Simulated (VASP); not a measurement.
# Ru3C (R-3c) in VASP: single point with PBE

Aim: the single point of Ru3C with PBE.

Everything below comes from runs of VASP 6.6.1. Logs are shortened: lines on timing, memory, paths and dates and some standing lists are left out, and cuts for length are marked.

### Step 1. The cell of the first run

The structure is trigonal, space group R-3c (No. 167). The conventional cell has a = 4.825 Å, b = 4.825 Å, c = 13.692 Å, α = 90.00°, β = 90.00°, γ = 120.00°. Within 2.6 Å of Ru (site symmetry 2) lie 2 C at 1.97 Å. Within 2.6 Å of C (site symmetry -3) lie 6 Ru at 1.97 Å.

### Step 2. Single point, PBE

The input, INCAR:

```
SYSTEM = Ru3C
  PREC = Accurate
  ENCUT = 600
  EDIFF = 1E-6
  ISMEAR = 0
  SIGMA = 0.0192
  LREAL = .FALSE.
  LASPH = .TRUE.
  NELM = 120
  ALGO = Normal
  ISIF = 2
  LWAVE = .FALSE.
  LCHARG = .FALSE.
  GGA = PE
  NBANDS = 56
  GGA_COMPAT = .FALSE.
```

The input, KPOINTS:

```
Automatic mesh
0
G
  7 7 7
  0 0 0
```

The input, POSCAR:

```
Ru3C
1.0
    4.8250900000      0.0000000000      0.0000000000
   -2.4125450000      4.1786570000      0.0000000000
   -2.4125450000      1.3928860000      4.5640390000
Ru C
6 2
Direct
    0.5833000000      0.7500000000      0.7500000000
    0.2500000000      0.0833000000      0.7500000000
    0.9167000000      0.4167000000      0.7500000000
    0.4167000000      0.2500000000      0.2500000000
    0.7500000000      0.9167000000      0.2500000000
    0.0833000000      0.5833000000      0.2500000000
    0.0000000000      0.0000000000      0.0000000000
    0.5000000000      0.5000000000      0.5000000000
```

Potentials or basis: VASP PAW PBE potentials, release 64 (Ru_pv, C).

Run with:

```bash
> cat potpaw_PBE.64/Ru_pv/POTCAR potpaw_PBE.64/C/POTCAR > POTCAR
> mpirun -np 1 vasp_std > vasp.out
```

OUTCAR:

```text
SYSTEM = Ru3C
   PREC = Accurate
   ENCUT = 600
   EDIFF = 1E-6
   ISMEAR = 0
   LREAL = .FALSE.
   LASPH = .TRUE.
   NELM = 120
   ISIF = 2
   GGA = PE

 ion  position               nearest neighbor table
   1  0.583  0.750  0.750-   7 1.97   8 1.97   2 2.79   3 2.79   3 2.79   2 2.79   2 2.79   3 2.79
                             4 2.79   4 2.79   5 2.79   6 2.79   5 2.79   6 2.79
   2  0.250  0.083  0.750-   7 1.97   8 1.97   1 2.79   3 2.79   1 2.79   3 2.79   3 2.79   1 2.79
                             5 2.79   5 2.79   4 2.79   6 2.79   6 2.79   4 2.79
   3  0.917  0.417  0.750-   8 1.97   7 1.97   1 2.79   2 2.79   1 2.79   2 2.79   2 2.79   1 2.79
                             6 2.79   6 2.79   4 2.79   5 2.79   5 2.79   4 2.79
   4  0.417  0.250  0.250-   7 1.97   8 1.97   6 2.79   5 2.79   6 2.79   5 2.79   6 2.79   5 2.79
                             1 2.79   1 2.79   2 2.79   3 2.79   3 2.79   2 2.79
   5  0.750  0.917  0.250-   7 1.97   8 1.97   4 2.79   6 2.79   4 2.79   6 2.79   6 2.79   4 2.79
                             2 2.79   2 2.79   1 2.79   3 2.79   3 2.79   1 2.79
   6  0.083  0.583  0.250-   8 1.97   7 1.97   4 2.79   5 2.79   4 2.79   5 2.79   5 2.79   4 2.79
                             3 2.79   3 2.79   1 2.79   2 2.79   2 2.79   1 2.79
   7  0.000  0.000  0.000-   2 1.97   5 1.97   3 1.97   6 1.97   1 1.97   4 1.97
   8  0.500  0.500  0.500-   3 1.97   6 1.97   5 1.97   2 1.97   1 1.97   4 1.97

  LATTYP: Found a trigonal (rhomboedric) cell.
 ALAT       =     5.3470526515
 COS(alpha) =     0.5928513051

  Lattice vectors:

 A1 = (   0.0000000000,  -2.7857710000,   4.5640390000)
 A2 = (   2.4125450000,   1.3928860000,   4.5640390000)
 A3 = (  -2.4125450000,   1.3928860000,   4.5640390000)

Analysis of symmetry for initial positions (statically):
=====================================================================
 Subroutine PRICEL returns:
 Original cell was already a primitive cell.

 Routine SETGRP: Setting up the symmetry group for a
 trigonal (rhombohedral) supercell.

 Subroutine GETGRP returns: Found 12 space group operations
 (whereof  6 operations were pure point group operations)
 out of a pool of 12 trial point group operations.

The static configuration has the point symmetry S_6 .
 The point group associated with its full space group is D_3d.

Analysis of symmetry for dynamics (positions and initial velocities):
=====================================================================
 Subroutine PRICEL returns:
 Original cell was already a primitive cell.

 Routine SETGRP: Setting up the symmetry group for a
 trigonal (rhombohedral) supercell.

 Subroutine GETGRP returns: Found 12 space group operations
 (whereof  6 operations were pure point group operations)
 out of a pool of 12 trial point group operations.

The dynamic configuration has the point symmetry S_6 .
 The point group associated with its full space group is D_3d.

 Subroutine INISYM returns: Found 12 space group operations
 (whereof  6 operations are pure point group operations),
 and found     1 'primitive' translations

----------------------------------------------------------------------------------------

                                     Primitive cell

  volume of cell :      92.0220

  direct lattice vectors                    reciprocal lattice vectors
     4.825090000  0.000000000  0.000000000     0.207250020  0.119655669  0.073034716
    -2.412545000  4.178657000  0.000000000     0.000000000  0.239311339 -0.073034742
    -2.412545000  1.392886000  4.564039000     0.000000000  0.000000000  0.219104175

  length of vectors
     4.825090000  4.825095616  5.347051223     0.250208153  0.250207894  0.219104175

  position of ions in fractional coordinates (direct lattice)
     0.583300000  0.750000000  0.750000000
     0.250000000  0.083300000  0.750000000
     0.916700000  0.416700000  0.750000000
     0.416700000  0.250000000  0.250000000
     0.750000000  0.916700000  0.250000000
     0.083300000  0.583300000  0.250000000
     0.000000000  0.000000000  0.000000000
     0.500000000  0.500000000  0.500000000

  ion indices of the primitive-cell ions
   primitive index   ion index
                 1           1
                 2           2
                 3           3
                 4           4
                 5           5
                 6           6
                 7           7
                 8           8

----------------------------------------------------------------------------------------

 KPOINTS: Automatic mesh

Automatic generation of k-mesh.
 Grid dimensions read from file:
 generate k-points for:    7    7    7

 Generating k-lattice:

  Cartesian coordinates                     Fractional coordinates (reciprocal lattice)
     0.029607146  0.017093667  0.010433531     0.142857143 -0.000000000  0.000000000
     0.000000000  0.034187334 -0.010433535     0.000000000  0.142857143 -0.000000000
     0.000000000  0.000000000  0.031300596     0.000000000  0.000000000  0.142857143

  Length of vectors
     0.035744022  0.035743985  0.031300596

  Shift w.r.t. Gamma in fractional coordinates (k-lattice)
     0.000000000  0.000000000  0.000000000

 Subroutine IBZKPT returns following result:
 ===========================================

 Found     44 irreducible k-points:

 Following reciprocal coordinates:
            Coordinates               Weight
  0.000000  0.000000  0.000000      1.000000
  0.142857  0.000000  0.000000      6.000000
  0.285714 -0.000000  0.000000      6.000000
  0.428571 -0.000000 -0.000000      6.000000
  0.142857  0.142857 -0.000000      6.000000
  0.285714  0.142857  0.000000     12.000000
[... 16 lines left out ...]
  0.142857  0.285714  0.142857     12.000000
  0.285714  0.285714  0.142857     12.000000
 [... further k-points ...]
   k-points           NKPTS =     44   k-points in BZ     NKDIM =     44   number of bands    NBANDS=     56
   number of dos      NEDOS =    301   number of ions     NIONS =      8
   total plane-waves  NPLWV =  76800
   dimension x,y,z NGX =    40 NGY =   40 NGZ =   48
   dimension x,y,z NGXF=    80 NGYF=   80 NGZF=   96
   ions per type =               6   2
   NGX,Y,Z   is equivalent  to a cutoff of  13.78, 13.78, 14.92 a.u.
   NGXF,Y,Z  is equivalent  to a cutoff of  27.56, 27.56, 29.85 a.u.
 SYSTEM =  Ru3C
   PREC   = accura    normal or accurate (medium, high low for compatibility)
   ISTART =      0    job   : 0-new  1-cont  2-samecut
   ICHARG =      2    charge: 1-file 2-atom 10-const
   ISPIN  =      1    spin polarized calculation?
   LNONCOLLINEAR =      F non collinear calculations
   LSORBIT =      F    spin-orbit coupling
   LASPH  =      T    aspherical Exc in radial PAW
   ENCUT  =  600.0 eV  44.10 Ry    6.64 a.u.   9.64  9.64 10.68*2*pi/ulx,y,z
   NELM   =    120;   NELMIN=  2; NELMDL= -5     # of ELM steps
   EDIFF  = 0.1E-05   stopping-criterion for ELM
   LREAL  =      F    real-space projection
   EDIFFG = 0.1E-04   stopping-criterion for IOM
   NSW    =      0    number of steps for IOM
   IBRION =     -1    ionic relax: 0-MD 1-quasi-New 2-CG
   NFREE  =      0    steps in history (QN), initial steepest desc. (CG)
   ISIF   =      2    stress and relaxation
   ISYM   =      2    0-nonsym 1-usesym 2-fastsym
   POTIM  = 0.5000    time-step for ionic-motion
   TEBEG  =    0.0;   TEEND  =   0.0 temperature during run
   PSTRESS=    0.0 pullay stress
   NELECT =      92.0000    total number of electrons
   NUPDOWN=      -1.0000    fix difference up-down
   EMIN   =  10.00;   EMAX   =-10.00  energy-range for DOS
   EFERMI =   0.00;   METHOD = LEGACY
   ISMEAR =     0;   SIGMA  =   0.02  broadening in eV -4-tet -1-fermi 0-gaus
   EFERMI_NEDOS =   21; number of points for ismear=-14 and -15
   IALGO  =     38    algorithm
   IMIX   =      4    mixing-type and parameters
     AMIX     =   0.40;   BMIX     =  1.00
     AMIX_MAG =   1.60;   BMIX_MAG =  1.00
  volume/ion in A,a.u.               =      11.50        77.62
  Fermi-wavevector in a.u.,A,eV,Ry     =   1.636968  3.093422 36.459060  2.679665
  Thomas-Fermi vector in A             =   2.728186
   LORBIT       =      0    0 simple, 1 ext, 2 COOP (PROOUT), +10 PAW based schemes
   GGA     = PE    functional components
   LHFCALC =     F    Hartree Fock is set to
   AEXX    =    0.0000 exact exchange contribution
   IVDW    =     0    specifies the selected vdW correction
   LEPSILON=     F    determine dielectric tensor
   LRPA    =     F    only Hartree local field effects (RPA)
 non-spin polarized calculation
 Gauss-broadening in eV      SIGMA  =   0.02
  energy-cutoff  :      600.00
  volume of cell :       92.02
 maximum number of plane-waves:      3099
   NGX = 19   NGY = 19   NGZ = 21

 number of electron      92.0000004 magnetization

 Free energy of the ion-electron system (eV)
  ---------------------------------------------------
  ext. energy  EPLUGINS =         0.00000000
  ---------------------------------------------------
  free energy    TOTEN  =       -70.75239573 eV

  energy without entropy =      -70.75044979  energy(sigma->0) =      -70.75142276

 E-fermi :  12.7936     XC(G=0): -14.0245

 val. band max:       12.7915911463   @ k =  -0.4286   0.4286   0.1429
 cond. band min:      12.7955467625   @ k =   0.1429  -0.1429   0.2857
 fundamental gap:      0.0039556162
 Fermi energy:        12.7935644641

 k-point     1 :       0.0000    0.0000    0.0000
  band No.  band energies     occupation
      1     -31.0026      2.00000
      2     -30.7946      2.00000
      3     -30.7946      2.00000
      4     -30.6179      2.00000
      5     -30.5513      2.00000
      6     -30.5377      2.00000
[... 48 lines left out ...]
     55      18.1906      0.00000
     56      18.5740      0.00000

 k-point     2 :       0.1429    0.0000    0.0000
  band No.  band energies     occupation
      1     -30.9966      2.00000
      2     -30.8108      2.00000
      3     -30.7833      2.00000
      4     -30.6652      2.00000
      5     -30.5857      2.00000
      6     -30.5200      2.00000
[... 48 lines left out ...]
     55      17.8667      0.00000
     56      18.2467      0.00000

 k-point     3 :       0.2857   -0.0000    0.0000
  band No.  band energies     occupation
      1     -30.9756      2.00000
      2     -30.8506      2.00000
      3     -30.7504      2.00000
      4     -30.6907      2.00000
      5     -30.5867      2.00000
      6     -30.4714      2.00000
[... 1172 lines left out ...]
 k-point    23 :       0.1429    0.2857    0.1429
  band No.  band energies     occupation
      1     -30.9573      2.00000
      2     -30.8215      2.00000
      3     -30.7276      2.00000
      4     -30.6892      2.00000
      5     -30.6140      2.00000
      6     -30.5150      2.00000
[... 48 lines left out ...]
     55      17.0811      0.00000
     56      17.7988      0.00000

 k-point    24 :       0.2857    0.2857    0.1429
  band No.  band energies     occupation
      1     -30.9039      2.00000
      2     -30.8491      2.00000
      3     -30.6926      2.00000
      4     -30.6578      2.00000
      5     -30.5840      2.00000
      6     -30.5483      2.00000
[... 48 lines left out ...]
     55      17.0782      0.00000
     56      17.4039      0.00000

 [... further k-points ...]

------------------------ aborting loop because EDIFF is reached ----------------------------------------

  FORCE on cell =-STRESS in cart. coord.  units (eV):
  Direction    XX          YY          ZZ          XY          YZ          ZX
  --------------------------------------------------------------------------------------
  -------------------------------------------------------------------------------------
  Total       11.8645802     11.8646170     17.9415840      0.0000000      0.0000013     -0.0000000
  in kB      206.5720064    206.5726475    312.3775950      0.0000000      0.0000228     -0.0000000
  external PRESSURE =     241.8407496 kB  Pullay stress =       0.0000000 kB

 VOLUME and BASIS-vectors are now :
 -----------------------------------------------------------------------------
  energy-cutoff  :      600.00
  volume of cell :       92.02
      direct lattice vectors                 reciprocal lattice vectors
     4.825090000  0.000000000  0.000000000     0.207250020  0.119655669  0.073034716
    -2.412545000  4.178657000  0.000000000     0.000000000  0.239311339 -0.073034742
    -2.412545000  1.392886000  4.564039000     0.000000000  0.000000000  0.219104175

 POSITION                                       TOTAL-FORCE (eV/Angst)
 -----------------------------------------------------------------------------------
     -0.80434      4.17866      3.42303        -1.293230      0.000000      0.000000
     -0.80410      1.39275      3.42303         0.646615     -1.119971      0.000000
      1.60844      2.78591      3.42303         0.646615      1.119971      0.000000
      0.80434      1.39289      1.14101         1.293230      0.000000     -0.000000
      0.80410      4.17880      1.14101        -0.646615      1.119971      0.000000
     -1.60844      2.78563      1.14101        -0.646615     -1.119971     -0.000000
      0.00000      0.00000      0.00000         0.000000      0.000000      0.000000
      0.00000      2.78577      2.28202         0.000000     -0.000000      0.000000
 -----------------------------------------------------------------------------------
    total drift:                               -0.000000     -0.000000      0.000000

  FREE ENERGIE OF THE ION-ELECTRON SYSTEM (eV)
  ---------------------------------------------------
  free  energy   TOTEN  =       -70.7523957262 eV

  energy  without entropy=      -70.7504497887  energy(sigma->0) =      -70.75142276
```

Run time: 7.9 min. Hardware: 1 thread of Oxide Virtual Turin-like, shared host; peak memory 0.35 GiB.

What came out:

```yaml
Free_energy: -70.7524 eV
Pressure: 24.2 GPa
Largest_force: 1.293 eV/Å
Band_gap_on_the_k_mesh: zero (bands 46 and 47 overlap by 0.34 eV)
```

Forces on the atoms (eV/Å):
```
Ru  -1.293  0.000  0.000
Ru   0.647 -1.120  0.000
Ru   0.647  1.120  0.000
Ru   1.293  0.000  0.000
Ru  -0.647  1.120  0.000
Ru  -0.647 -1.120  0.000
C    0.000  0.000  0.000
C    0.000  0.000  0.000
```

Caveat: the stress differs along the axes, from 21 to 31 GPa; forces of over 1 eV/Å act on the atoms, so gaps and moduli don't describe the material at rest.
